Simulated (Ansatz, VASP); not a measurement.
## One calculation of WS2, two programs

```
CELL_PARAMETERS angstrom
3.18295 0.00000 0.00000
-1.59148 2.75652 0.00000
0.00000 0.00000 28.53222
ATOMIC_POSITIONS crystal
W 0.66667 0.33333 0.65929
W 0.33333 0.66667 0.88553
W 0.33333 0.66667 0.43436
S 0.66667 0.33333 0.94019
S 0.66667 0.33333 0.48903
S 0.33333 0.66667 0.71395
S 0.66667 0.33333 0.83085
S 0.66667 0.33333 0.37971
S 0.33333 0.66667 0.60463
```

Alike in both runs: task single point; functional PBEsol; k mesh 12 × 12 × 1; occupations methfessel-paxton of order 1, width 0.08 eV; no spin polarisation.

```csv
,VASP,Ansatz
version,VASP 6.6.1,Ansatz 0.2.0
potentials or method,"VASP PAW PBE potentials, release 64 (W_sv, S), cutoff 520 eV","scalar-relativistic, plane waves, PAW"
valence electrons in the cell,78,78
```

Ansatz gave:

- gap on the k mesh at the Fermi level (eV): 1.32
- least direct gap on the mesh (eV): 1.74
- rms of the force components (eV/Å): 0.051

**Question.** Estimate VASP's values.

**Answer.** gap on the k mesh at the Fermi level (eV): 1.34; least direct gap on the mesh (eV): 1.75; rms of the force components (eV/Å): 0.042.

VASP's potentials were made for PBE, not for PBEsol. Atom by atom the forces differ by 0.010 eV/Å (rms over components).

Spin-orbit coupling is off throughout.
